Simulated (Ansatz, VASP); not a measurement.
## SnTe: VASP beside Ansatz

INCAR

```
ALGO = Normal
EDIFF = 1E-6
ENCUT = 500
GGA = PS
GGA_COMPAT = F
ISIF = 2
ISMEAR = 0
LASPH = T
LCHARG = F
LREAL = F
LWAVE = F
NBANDS = 17
NELM = 120
PREC = Accurate
SIGMA = 0.03
```

Contents of KPOINTS:

```
k-points
0
Gamma
  10 10 10
```

The input POSCAR:

```
SnTe
1.0
    0.0000000000      3.2669775000      3.1565000000
    3.2669775000      0.0000000000      3.1565000000
    3.2669775000      3.2669775000      0.0000000000
Sn Te
1 1
Direct
    0.0000000000      0.0000000000      0.0000000000
    0.5000000000      0.5000000000      0.5000000000
```

Input for Ansatz:

```yaml
crystal:
  lattice:
    - [0.0, 3.2669775, 3.1565]
    - [3.2669775, 0.0, 3.1565]
    - [3.2669775, 3.2669775, 0.0]
  atoms:
    - { symbol: Sn, position: [0.0, 0.0, 0.0] }
    - { symbol: Te, position: [0.5, 0.5, 0.5] }
basis:
  ecutwfc: 420
kpoints:
  mp_grid: { grid: [10, 10, 10] }
hamiltonian:
  xc: pbesol
scf:
  occupations: { method: gaussian, width: 0.03 }
output:
  forces: true
  stress: true
  eigenvalues: true
```

Change from the starting cell: strain +0.0350 x Voigt [1, 1, 0, 0, 0, 0], atoms carried along.

Alike in both runs: task single point; functional PBEsol; k mesh 10 × 10 × 10; occupations gaussian, width 0.03 eV; no spin polarisation.

|  | VASP | Ansatz |
| --- | --- | --- |
| version | VASP 6.6.1 | Ansatz 0.2.0 |
| potentials or method | VASP PAW PBE potentials, release 64 (Sn_d, Te), cutoff 500 eV | scalar-relativistic, plane waves, PAW |
| valence electrons in the cell | 20 | 30 |

|  | VASP | Ansatz | Ansatz less VASP |
| --- | --- | --- | --- |
| gap on the k mesh at the Fermi level (eV) | 0.01 | 0.01 | +0.001 |
| least direct gap on the mesh (eV) | 0.01 | 0.01 | +0.001 |
| pressure (GPa) | -3.0 | -3.0 | +0.02 |
| traceless stress, the component that is largest in VASP (GPa) | 2.34 | 2.33 | -0.010 |

VASP's potentials were made for PBE, not for PBEsol. VASP's potentials hold 20 valence electrons a cell and Ansatz's 30, so a difference there can come from the potentials and not from the codes.

Spin-orbit coupling is off throughout.
